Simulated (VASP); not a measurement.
Set up this calculation in VASP 6.6.1, as the native input.

- Task: relaxation of cell and atoms
- Functional: PBE
- Potentials or basis: VASP PAW PBE potentials, release 64 (Sb, Bi_d, Te, S)
- Cutoff: 600 eV
- k mesh: 6 × 6 × 4
- Occupations: gaussian, width 0.1 eV
- Spin: no spin polarisation
- Dipole correction: no
- Further INCAR settings: ALGO = Normal; EDIFF = 1e-06; IBRION = 2; EDIFFG = -0.04; NSW = 90; ISIF = 3

The structure of BiSbTe2S lies in POSCAR:

```
BiSbTe2S
1.0
    5.3437324622      0.0000000000      0.0000000000
   -2.6718662311      4.6278080633      0.0000000000
    0.0000000000      0.0000000000      6.3264360737
Sb Bi Te S
1 1 2 1
Direct
    0.3333333333      0.6666666667      0.5000000000
    0.3333333333      0.6666666667      0.0000000000
    0.6666666667      0.3333333333      0.5000000000
    0.0000000000      0.0000000000      0.0000000000
    0.6666666667      0.3333333333      0.0000000000
```

The cell was generated, and may not be a known phase.

One way to write it, as run:

INCAR

```
PREC = Accurate
ENCUT = 600
EDIFF = 1E-6
ISMEAR = 0
SIGMA = 0.1
LREAL = F
LASPH = T
NELM = 100
ALGO = Normal
ISIF = 3
LWAVE = F
LCHARG = F
GGA = PE
IBRION = 2
NSW = 90
EDIFFG = -0.04
```

KPOINTS

```
regular mesh
0
Gamma
  6 6 4
```

Potentials or basis: VASP PAW PBE potentials, release 64 (Sb, Bi_d, Te, S).

The run is started by

```sh
$ cat potpaw_PBE.64/Sb/POTCAR potpaw_PBE.64/Bi_d/POTCAR potpaw_PBE.64/Te/POTCAR potpaw_PBE.64/S/POTCAR > POTCAR
$ mpirun -np 1 vasp_std > vasp.out
```

It gave:

| Quantity | Value |
| --- | --- |
| Relaxed volume | 31.24 Å³/atom |
| Relaxed cell | a = 5.419 Å, b = 5.419 Å, c = 6.141 Å, α = 90.00°, β = 90.00°, γ = 120.00° |
| Space group after relaxing (to 0.1 Å) | P-6m2 (No. 187) |
| Energy gained by relaxing | 5.0 meV/atom |
| Ionic steps | 8 |
| Pressure after relaxing | 0.0 GPa |
| Band gap on the k mesh | zero (bands 19 and 20 overlap by 0.57 eV) |

Caveat: spin-orbit coupling is left out, which moves the levels of the heavy elements.

Run time: 4.7 min on 1 thread of Intel(R) Xeon(R) 6975P-C (Granite Rapids), with other jobs on the host, peak memory 0.43 GiB.
